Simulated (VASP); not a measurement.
Crystal: Ba3Bi2.

```
Ba Bi
1.0
     5.90098    0.00000    0.00000
    -2.95049    5.11040    0.00000
     0.00000    0.00000    6.82352
Ba Bi
3 2
Cartesian
  0.0000 3.4069 5.5681
  2.9505 1.7035 1.2555
  0.0000 0.0000 3.4118
  0.0000 3.4069 2.6017
  2.9505 1.7035 4.2218
```

```yaml
Program: VASP 6.6.1
Task: relaxation of cell and atoms
Functional: PBE
Potentials_or_basis: VASP PAW PBE potentials, release 64 (Ba_sv, Bi_d)
Cutoff: 600 eV
k_mesh: 3 × 3 × 3
Occupations: gaussian, width 0.2 eV
Spin: no spin polarisation
```

At the start: pressure 7.2 GPa; volume 41.15 Å³/atom.

Problem. How do energy, volume and symmetry change on relaxing?

Solution. Over 13 steps the energy falls by 461.8 meV/atom and the volume is 47.95 Å³/atom (+16.5 %); space group P-3m1 (No. 164, to 0.05 Å).

Step by step:
| step | energy change (eV) | largest force (eV/Å) | pressure (GPa) | volume (Å³) |
| --- | --- | --- | --- | --- |
| 1 | 0.0000 | 3.5068 | 7.24 | 205.77 |
| 2 | -1.4606 | 1.0953 | -1.90 | 265.72 |
| 3 | -1.5180 | 1.2813 | -0.83 | 250.71 |
| 4 | -1.7055 | 1.1876 | -0.45 | 244.17 |
| 5 | -2.0353 | 0.6766 | 1.29 | 225.23 |
| 6 | -2.0418 | 0.4524 | 1.99 | 220.17 |
| 7 | -2.1444 | 0.3790 | 1.40 | 224.95 |
| 8 | -2.2194 | 0.5387 | 0.48 | 234.89 |
| 9 | -2.2742 | 0.3443 | 0.04 | 238.94 |
| 10 | -2.2972 | 0.1236 | -0.52 | 245.38 |
| 11 | -2.2978 | 0.1472 | -0.45 | 244.52 |
| 12 | -2.3083 | 0.0937 | -0.07 | 240.71 |
| 13 | -2.3088 | 0.0795 | 0.04 | 239.73 |

Final structure:
```xyz
5
Lattice="5.9707 0.0000 0.0000 -2.9854 5.1708 0.0000 0.0000 0.0000 7.7650" Properties=species:S:1:pos:R:3 pbc="T T T"
Ba    0.0000    3.4472    6.3667
Ba    2.9854    1.7236    1.3983
Ba    0.0000    0.0000    3.8825
Bi    0.0000    3.4472    2.2715
Bi    2.9854    1.7236    5.4936
```

Caveat: the volume moved by over 15 % at a fixed basis, so the end points are rough; the relaxation stopped at a loose force limit of 0.08 eV/Å, so its end isn't a converged minimum.
